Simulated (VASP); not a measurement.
InAs (rocksalt type):

```
In As
1.0
     0.00000    2.73389    2.73389
     2.73389    0.00000    2.73389
     2.73389    2.73389    0.00000
In As
1 1
Direct
  0.00000 0.00000 0.00000
  0.50000 0.50000 0.50000
```

| Item | Value |
| --- | --- |
| Program | VASP 6.6.1 |
| Task | relaxation of cell and atoms |
| Functional | r2SCAN |
| Potentials or basis | VASP PAW PBE potentials, release 64 (In_d, As) |
| Cutoff | 550 eV |
| k mesh | 13 × 13 × 13 |
| Occupations | fermi-dirac, width 0.05 eV |
| Spin | no spin polarisation |

At the start: pressure 11.3 GPa; volume 20.43 Å³/atom.

Q: Where does the relaxation end?

A: Over 3 steps the energy falls by 80.0 meV/atom and the volume is 23.00 Å³/atom (+12.5 %); space group Fm-3m (No. 225, to 0.1 Å) before and after.

The path:
```
step  energy change (eV)  largest force (eV/Å)  pressure (GPa)  volume (Å³)
   1              0.0000                0.0000           11.27        40.87
   2             -0.0942                0.0000           -4.87        49.97
   3             -0.1600                0.0000           -0.02        45.99
```

Final structure:
```
In As
1.0
     0.00000    2.84373    2.84373
     2.84373    0.00000    2.84373
     2.84373    2.84373    0.00000
In As
1 1
Direct
  0.00000 0.00000 0.00000
  0.50000 0.50000 0.50000
```

Caveat: the PAW data sets were made with another functional, which shifts forces and pressure a little.
